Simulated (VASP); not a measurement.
Input of a VASP 6.6.1 run:

File INCAR:

```
PREC = Accurate
ENCUT = 520
EDIFF = 1E-6
ISMEAR = 0
SIGMA = 0.1
LREAL = F
LASPH = T
NELM = 100
ALGO = Normal
ISIF = 2
LWAVE = F
LCHARG = T
GGA = PE
IVDW = 12
LELF = T
LVHAR = T
NBANDS = 32
```

The input KPOINTS:

```
regular mesh
0
Gamma
  4 4 4
```

Contents of POSCAR:

```
Sn3Te
1.0
    4.8656220000      0.0000000000      0.0000000000
    0.0000000000      4.8656220000      0.0000000000
    0.0000000000      0.0000000000      4.8656220000
Sn Te
3 1
Direct
    0.5000000000      0.5000000000      0.0000000000
    0.5000000000      0.0000000000      0.5000000000
    0.0000000000      0.5000000000      0.5000000000
    0.0000000000      0.0000000000      0.0000000000
```

Potentials or basis: VASP PAW PBE potentials, release 64 (Sn_d, Te).

Run with:

```bash
$ cat potpaw_PBE.64/Sn_d/POTCAR potpaw_PBE.64/Te/POTCAR > POTCAR
$ mpirun -np 1 vasp_std > vasp.out
```

Question: What does it give for the band gap on the k mesh?

Answer: Zero (band 24 reaches 10.50 eV, above the bottom of band 25 at 7.30 eV).

Question: What does it give for the pressure?

Answer: -2.3 GPa.

Question: Predict the dispersion energy per atom.

Answer: -0.397 eV.

Caveat: spin-orbit coupling is left out, which moves the levels of the heavy elements; pairwise dispersion overbinds metals, which lowers pressure and volume.
